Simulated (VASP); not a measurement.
# Mg2C (R-3m) in VASP: single point with PBE

Aim: the single point of Mg2C with PBE.

Everything below comes from runs of VASP 6.6.1. Logs are shortened: lines on timing, memory, paths and dates and some standing lists are left out, and cuts for length are marked.

## (1) The cell of the first run

The structure is trigonal, space group R-3m (No. 166). Conventional cell: a = 3.136 Å, b = 3.136 Å, c = 15.343 Å, α = 90.00°, β = 90.00°, γ = 120.00°. Within 2.9 Å of Mg (site symmetry 3m) lie 3 C at 2.22 Å. C (site symmetry -3m) has 6 Mg at 2.22 Å within 2.9 Å.

## (2) Single point, PBE

File INCAR:

```
PREC = Accurate ; ENCUT = 520
EDIFF = 1E-6 ; ISMEAR = 0
SIGMA = 0.1 ; LREAL = False
LASPH = True ; NELM = 100
ALGO = Normal ; ISIF = 2
LWAVE = False ; LCHARG = False
GGA = PE ; NBANDS = 11
```

File KPOINTS:

```
Automatic mesh
0
Gamma
  6 6 6
```

File POSCAR:

```
Mg2C
1.0
    1.5679754500      0.9052710500      5.1144705400
   -1.5679754500      0.9052710500      5.1144705400
    0.0000000000     -1.8105420900      5.1144705400
Mg C
2 1
Direct
    0.2500000000      0.2500000000      0.2500000000
    0.7500000000      0.7500000000      0.7500000000
    0.0000000000      0.0000000000      0.0000000000
```

Potentials or basis: VASP PAW PBE potentials, release 64 (Mg, C).

Launch:

```bash
> cat potpaw_PBE.64/Mg/POTCAR potpaw_PBE.64/C/POTCAR > POTCAR
> mpirun -np 1 vasp_std > vasp.out
```

OUTCAR:

```text
PREC = Accurate
   ENCUT = 520
   EDIFF = 1E-6
   ISMEAR = 0
   LREAL = False
   LASPH = True
   NELM = 100
   ISIF = 2
   GGA = PE

 ion  position               nearest neighbor table
   1  0.250  0.250  0.250-   3 2.22   3 2.22   3 2.22   2 3.13   2 3.13   2 3.13   2 3.13   2 3.13
                             2 3.13
   2  0.750  0.750  0.750-   3 2.22   3 2.22   3 2.22   1 3.13   1 3.13   1 3.13   1 3.13   1 3.13
                             1 3.13
   3  0.000  0.000  0.000-   2 2.22   1 2.22   2 2.22   2 2.22   1 2.22   1 2.22

  LATTYP: Found a trigonal (rhomboedric) cell.
 ALAT       =     5.4254835352
 COS(alpha) =     0.8329557187

  Lattice vectors:

 A1 = (   1.5679754500,   0.9052710500,   5.1144705400)
 A2 = (  -1.5679754500,   0.9052710500,   5.1144705400)
 A3 = (   0.0000000000,  -1.8105420900,   5.1144705400)

Analysis of symmetry for initial positions (statically):
=====================================================================
 Subroutine PRICEL returns:
 Original cell was already a primitive cell.

 Routine SETGRP: Setting up the symmetry group for a
 trigonal (rhombohedral) supercell.

 Subroutine GETGRP returns: Found 12 space group operations
 (whereof 12 operations were pure point group operations)
 out of a pool of 12 trial point group operations.

The static configuration has the point symmetry D_3d.

Analysis of symmetry for dynamics (positions and initial velocities):
=====================================================================
 Subroutine PRICEL returns:
 Original cell was already a primitive cell.

 Routine SETGRP: Setting up the symmetry group for a
 trigonal (rhombohedral) supercell.

 Subroutine GETGRP returns: Found 12 space group operations
 (whereof 12 operations were pure point group operations)
 out of a pool of 12 trial point group operations.

The dynamic configuration has the point symmetry D_3d.

 Subroutine INISYM returns: Found 12 space group operations
 (whereof 12 operations are pure point group operations),
 and found     1 'primitive' translations

----------------------------------------------------------------------------------------

                                     Primitive cell

  volume of cell :      43.5582

  direct lattice vectors                    reciprocal lattice vectors
     1.567975450  0.905271050  5.114470540     0.318882544  0.184106923  0.065174553
    -1.567975450  0.905271050  5.114470540    -0.318882544  0.184106923  0.065174553
     0.000000000 -1.810542090  5.114470540     0.000000000 -0.368213846  0.065174554

  length of vectors
     5.425483535  5.425483535  5.425483533     0.373937372  0.373937372  0.373937372

  position of ions in fractional coordinates (direct lattice)
     0.250000000  0.250000000  0.250000000
     0.750000000  0.750000000  0.750000000
     0.000000000  0.000000000  0.000000000

  ion indices of the primitive-cell ions
   primitive index   ion index
                 1           1
                 2           2
                 3           3

----------------------------------------------------------------------------------------

 KPOINTS: Automatic mesh

Automatic generation of k-mesh.
 Grid dimensions read from file:
 generate k-points for:    6    6    6

 Generating k-lattice:

  Cartesian coordinates                     Fractional coordinates (reciprocal lattice)
     0.053147091  0.030684487  0.010862426     0.166666667  0.000000000  0.000000000
    -0.053147091  0.030684487  0.010862426     0.000000000  0.166666667  0.000000000
     0.000000000 -0.061368974  0.010862426     0.000000000  0.000000000  0.166666667

  Length of vectors
     0.062322895  0.062322895  0.062322895

  Shift w.r.t. Gamma in fractional coordinates (k-lattice)
     0.000000000  0.000000000  0.000000000

 Subroutine IBZKPT returns following result:
 ===========================================

 Found     32 irreducible k-points:

 Following reciprocal coordinates:
            Coordinates               Weight
  0.000000  0.000000  0.000000      1.000000
  0.166667  0.000000  0.000000      6.000000
  0.333333 -0.000000 -0.000000      6.000000
  0.500000  0.000000  0.000000      3.000000
  0.166667  0.166667  0.000000      6.000000
  0.333333  0.166667  0.000000     12.000000
[... 16 lines left out ...]
  0.500000  0.500000  0.166667      6.000000
 -0.333333  0.500000  0.166667     12.000000
 [... further k-points ...]
   k-points           NKPTS =     32   k-points in BZ     NKDIM =     32   number of bands    NBANDS=     11
   number of dos      NEDOS =    301   number of ions     NIONS =      3
   total plane-waves  NPLWV =  64000
   dimension x,y,z NGX =    40 NGY =   40 NGZ =   40
   dimension x,y,z NGXF=    80 NGYF=   80 NGZF=   80
   ions per type =               2   1
   NGX,Y,Z   is equivalent  to a cutoff of  12.26, 12.26, 12.26 a.u.
   NGXF,Y,Z  is equivalent  to a cutoff of  24.51, 24.51, 24.51 a.u.
 SYSTEM =  unknown system
   PREC   = accura    normal or accurate (medium, high low for compatibility)
   ISTART =      0    job   : 0-new  1-cont  2-samecut
   ICHARG =      2    charge: 1-file 2-atom 10-const
   ISPIN  =      1    spin polarized calculation?
   LNONCOLLINEAR =      F non collinear calculations
   LSORBIT =      F    spin-orbit coupling
   LASPH  =      T    aspherical Exc in radial PAW
   ENCUT  =  520.0 eV  38.22 Ry    6.18 a.u.  10.09 10.09 10.09*2*pi/ulx,y,z
   NELM   =    100;   NELMIN=  2; NELMDL= -5     # of ELM steps
   EDIFF  = 0.1E-05   stopping-criterion for ELM
   LREAL  =      F    real-space projection
   EDIFFG = 0.1E-04   stopping-criterion for IOM
   NSW    =      0    number of steps for IOM
   IBRION =     -1    ionic relax: 0-MD 1-quasi-New 2-CG
   NFREE  =      0    steps in history (QN), initial steepest desc. (CG)
   ISIF   =      2    stress and relaxation
   ISYM   =      2    0-nonsym 1-usesym 2-fastsym
   POTIM  = 0.5000    time-step for ionic-motion
   TEBEG  =    0.0;   TEEND  =   0.0 temperature during run
   PSTRESS=    0.0 pullay stress
   NELECT =       8.0000    total number of electrons
   NUPDOWN=      -1.0000    fix difference up-down
   EMIN   =  10.00;   EMAX   =-10.00  energy-range for DOS
   EFERMI =   0.00;   METHOD = LEGACY
   ISMEAR =     0;   SIGMA  =   0.10  broadening in eV -4-tet -1-fermi 0-gaus
   EFERMI_NEDOS =   21; number of points for ismear=-14 and -15
   IALGO  =     38    algorithm
   IMIX   =      4    mixing-type and parameters
     AMIX     =   0.40;   BMIX     =  1.00
     AMIX_MAG =   1.60;   BMIX_MAG =  1.00
  volume/ion in A,a.u.               =      14.52        97.98
  Fermi-wavevector in a.u.,A,eV,Ry     =   0.930568  1.758519 11.782063  0.865957
  Thomas-Fermi vector in A             =   2.056970
   LORBIT       =      0    0 simple, 1 ext, 2 COOP (PROOUT), +10 PAW based schemes
   GGA     = PE    functional components
   LHFCALC =     F    Hartree Fock is set to
   AEXX    =    0.0000 exact exchange contribution
   IVDW    =     0    specifies the selected vdW correction
   LEPSILON=     F    determine dielectric tensor
   LRPA    =     F    only Hartree local field effects (RPA)
 non-spin polarized calculation
 Gauss-broadening in eV      SIGMA  =   0.10
  energy-cutoff  :      520.00
  volume of cell :       43.56
 maximum number of plane-waves:      1185
   NGX = 21   NGY = 21   NGZ = 21

 number of electron       8.0000000 magnetization

 Free energy of the ion-electron system (eV)
  ---------------------------------------------------
  ext. energy  EPLUGINS =         0.00000000
  ---------------------------------------------------
  free energy    TOTEN  =       -10.13906687 eV

  energy without entropy =      -10.12894584  energy(sigma->0) =      -10.13400635

 E-fermi :   3.6922     XC(G=0):  -9.6542

 val. band max:        3.6771015323   @ k =   0.5000   0.1667   0.1667
 cond. band min:       3.7379331354   @ k =   0.5000   0.5000   0.0000
 fundamental gap:      0.0608316031
 Fermi energy:         3.6922161951

 k-point     1 :       0.0000    0.0000    0.0000
  band No.  band energies     occupation
      1      -7.7304      2.00000
      2      -0.3258      2.00000
      3      -0.2210      2.00000
      4       4.9300      0.00000
      5       4.9300      0.00000
      6      10.7162      0.00000
      7      11.7713      0.00000
      8      15.8256      0.00000
      9      15.8256      0.00000
     10      16.0527      0.00000
     11      16.1536      0.00000

 k-point     2 :       0.1667    0.0000    0.0000
  band No.  band energies     occupation
      1      -7.3232      2.00000
      2      -0.2826      2.00000
      3       0.6348      2.00000
      4       3.4432      1.99957
      5       4.5913      0.00000
      6      10.0551      0.00000
      7      11.9171      0.00000
      8      12.9223      0.00000
      9      14.0825      0.00000
     10      14.2284      0.00000
     11      15.7226      0.00000

 k-point     3 :       0.3333   -0.0000   -0.0000
  band No.  band energies     occupation
      1      -6.2586      2.00000
      2       0.2117      2.00000
      3       1.0890      2.00000
      4       2.4613      2.00000
      5       4.0154      0.00000
      6       7.4824      0.00000
      7       8.9043      0.00000
      8      12.2629      0.00000
      9      12.6074      0.00000
     10      13.5397      0.00000
     11      15.3915      0.00000
[... 267 lines left out ...]
 k-point    23 :       0.5000    0.5000    0.1667
  band No.  band energies     occupation
      1      -6.1671      2.00000
      2      -0.5611      2.00000
      3       0.7525      2.00000
      4       3.9938      0.00002
      5       4.1703      0.00000
      6       7.4000      0.00000
      7       9.2557      0.00000
      8      10.9652      0.00000
      9      13.1614      0.00000
     10      13.3889      0.00000
     11      15.8640      0.00000

 k-point    24 :      -0.3333    0.5000    0.1667
  band No.  band energies     occupation
      1      -5.4651      2.00000
      2       0.0090      2.00000
      3       0.6242      2.00000
      4       2.4775      2.00000
      5       4.3780      0.00000
      6       6.6282      0.00000
      7       8.8240      0.00000
      8      10.5296      0.00000
      9      11.8381      0.00000
     10      13.3336      0.00000
     11      14.0154      0.00000

 [... further k-points ...]

------------------------ aborting loop because EDIFF is reached ----------------------------------------

  FORCE on cell =-STRESS in cart. coord.  units (eV):
  Direction    XX          YY          ZZ          XY          YZ          ZX
  --------------------------------------------------------------------------------------
  -------------------------------------------------------------------------------------
  Total        2.6638336      2.6638336     -0.1506201     -0.0000000     -0.0000000      0.0000000
  in kB       97.9823524     97.9823521     -5.5401775     -0.0000000     -0.0000000      0.0000000
  external PRESSURE =      63.4748423 kB  Pullay stress =       0.0000000 kB

 VOLUME and BASIS-vectors are now :
 -----------------------------------------------------------------------------
  energy-cutoff  :      520.00
  volume of cell :       43.56
      direct lattice vectors                 reciprocal lattice vectors
     1.567975450  0.905271050  5.114470540     0.318882544  0.184106923  0.065174553
    -1.567975450  0.905271050  5.114470540    -0.318882544  0.184106923  0.065174553
     0.000000000 -1.810542090  5.114470540     0.000000000 -0.368213846  0.065174554

 POSITION                                       TOTAL-FORCE (eV/Angst)
 -----------------------------------------------------------------------------------
      0.00000      0.00000      3.83585         0.000000      0.000000      0.906221
      0.00000      0.00000     11.50756         0.000000     -0.000000     -0.906221
      0.00000      0.00000      0.00000        -0.000000      0.000000     -0.000000
 -----------------------------------------------------------------------------------
    total drift:                                0.000000      0.000000     -0.000000

  FREE ENERGIE OF THE ION-ELECTRON SYSTEM (eV)
  ---------------------------------------------------
  free  energy   TOTEN  =       -10.1390668668 eV

  energy  without entropy=      -10.1289458429  energy(sigma->0) =      -10.13400635
```

Wall time 39 s (1 thread of Intel Xeon 6975P-C, shared host); peak memory 0.23 GiB.

Results:

| Item | Value |
| --- | --- |
| Free energy | -10.1391 eV |
| Pressure | 6.3 GPa |
| Largest force | 0.906 eV/Å |
| Band gap on the k mesh | zero (band 4 reaches 4.93 eV, above the bottom of band 5 at 3.50 eV) |

Forces on the atoms (eV/Å):
```
Mg   0.000  0.000  0.906
Mg   0.000  0.000 -0.906
C    0.000  0.000  0.000
```

Stress tensor (GPa, compression positive):
```
 9.80  0.00  0.00
 0.00  9.80  0.00
 0.00  0.00 -0.55
```

Levels at points of the mesh, in eV from the Fermi level:
```tsv
k point	band 2	band 3	band 4	band 5	band 6	band 7
(0.00, 0.00, 0.00)	-4.02	-3.91	1.24	1.24	7.02	8.08
(0.50, 0.00, 0.00)	-4.50	-2.08	0.07	0.30	1.48	3.91
(0.50, 0.50, 0.00)	-4.33	-2.65	-0.40	0.05	2.47	6.14
(0.50, 0.50, 0.50)	-6.37	0.28	1.24	1.24	3.38	8.49
```

Caveat: the k points lie up to 0.39 Å⁻¹ apart.
